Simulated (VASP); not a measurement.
A run of VASP 6.6.1 is set up as follows.

File INCAR:

```
SYSTEM = Si
ALGO     = Normal         ! electronic algorithm
DIPOL    = 0.5 0.5 0.500
EDIFF    = 1E-7           ! SCF threshold, eV
ENCUT    = 520            ! plane-wave cutoff, eV
IDIPOL   = 3            
ISIF     = 2              ! what is computed and relaxed
ISMEAR   = 0              ! smearing method
LASPH    = .TRUE.         ! aspherical terms in the spheres
LCHARG   = .FALSE.        ! write CHGCAR
LDIPOL   = .TRUE.       
LREAL    = .FALSE.        ! projectors in reciprocal space
LWAVE    = .FALSE.        ! write WAVECAR
NBANDS   = 11             ! bands
NELM     = 100            ! most SCF steps
PREC     = Accurate       ! precision mode
SIGMA    = 0.1            ! smearing width, eV
```

Contents of KPOINTS:

```
k-points
0
G
  15 15 1
  0 0 0
```

File POSCAR:

```
Si
1.0
    3.8310000000      0.0000000000      0.0000000000
   -1.9155000000      3.3177433219      0.0000000000
    0.0000000000      0.0000000000     28.0000000000
Si
2
Direct
    0.3333333333      0.6666666667      0.5025535714
    0.6666666667      0.3333333333      0.4974464286
```

Potentials or basis: VASP PAW LDA potentials, release 64 (Si).

The run is started by

```console
$ cat potpaw_LDA.64/Si/POTCAR > POTCAR
$ mpirun -np 1 vasp_std > vasp.out
```

Predict the band gap on the k mesh.

zero (filled and empty bands touch).

Predict the largest force.

0.115 eV/Å.

Forces on the atoms (eV/Å):
```
Si   0.000  0.000  0.115
Si   0.000  0.000 -0.115
```
